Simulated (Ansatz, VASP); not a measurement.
One calculation of Nb, two programs

The input INCAR:

```
SYSTEM = Nb
ALGO = Fast
EDIFF = 1E-6
ENCUT = 520
ISIF = 2
ISMEAR = -1
LASPH = .True.
LCHARG = .True.
LELF = .True.
LREAL = .False.
LVHAR = .True.
LWAVE = .False.
NBANDS = 12
NELM = 80
PREC = Accurate
SIGMA = 0.05
```

File KPOINTS:

```
k-points
0
Gamma
  11 11 11
  0 0 0
```

File POSCAR:

```
Nb
1.0
    0.0000000000      2.0718246199      2.0718246199
    2.0718246199      0.0000000000      2.0718246199
    2.0718246199      2.0718246199      0.0000000000
Nb
1
Direct
    0.0000000000      0.0000000000      0.0000000000
```

Contents of input.yaml:

```yaml
crystal:
  lattice:
    - [0.0, 2.0718246199, 2.0718246199]
    - [2.0718246199, 0.0, 2.0718246199]
    - [2.0718246199, 2.0718246199, 0.0]
  atoms:
    - { symbol: Nb, position: [0.0, 0.0, 0.0] }
kpoints:
  mp_grid: { grid: [11, 11, 11] }
scf:
  occupations: { method: fermi_dirac, width: 0.05 }
hamiltonian:
  xc: lda
  pseudopotentials: { kind: all_electron, lapw: { basis_error: 0.001 } }
output:
  forces: true
  stress: true
  eigenvalues: true
```

Change from the starting cell: volume scaled by 0.94.

Alike in both runs: task single point; functional LDA; k mesh 11 × 11 × 11; occupations fermi-dirac, width 0.05 eV; no spin polarisation.

```csv
,VASP,Ansatz
version,VASP 6.6.1,Ansatz 0.2.0
potentials or method,"VASP PAW LDA potentials, release 64 (Nb_sv), cutoff 520 eV","all-electron LAPW, scalar-relativistic"
```

VASP gave:

* gap on the k mesh at the Fermi level (eV): none
* pressure (GPa): -1.2

**Question.** Which values does Ansatz return?

**Answer.** gap on the k mesh at the Fermi level (eV): none; pressure (GPa): -1.0.

LDA's correlation is that of Perdew and Zunger in VASP and of Perdew and Wang (1992) in Ansatz. A gap of «none» marks a metal or a gap that the smearing closes. Ansatz ran all-electron here, and VASP with PAW potentials.
